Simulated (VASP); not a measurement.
Input of a VASP 6.6.1 run:

INCAR

```
PREC = Accurate
ENCUT = 520
EDIFF = 1E-6
ISMEAR = -1
SIGMA = 0.1
LREAL = False
LASPH = True
NELM = 150
ALGO = Normal
ISIF = 2
LWAVE = False
LCHARG = False
ISPIN = 2
MAGMOM = 2.8
LORBIT = 11
LMAXMIX = 6
GGA = PS
NBANDS = 18
```

File KPOINTS:

```
regular mesh
0
Gamma
  10 10 10
```

The input POSCAR:

```
Pm
1.0
    0.0000000000      2.6181812024      2.6181812024
    2.6181812024      0.0000000000      2.6181812024
    2.6181812024      2.6181812024      0.0000000000
Pm
1
Direct
    0.0000000000      0.0000000000      0.0000000000
```

Potentials or basis: VASP PAW PBE potentials, release 64 (Pm).

Command:

```console
$ cat potpaw_PBE.64/Pm/POTCAR > POTCAR
$ mpirun -np 1 vasp_std > vasp.out
```

(1) What does it give for the site moments?

(2) Predict the pressure.

(3) What does it give for the net moment?

## Answers

(1) Pm +4.66 μB.

(2) -2.1 GPa.

(3) 5.43 μB per cell.

Caveat: the magnetic or orbital state may not be the lowest; the PAW data sets were made with another functional, which shifts forces and pressure a little.
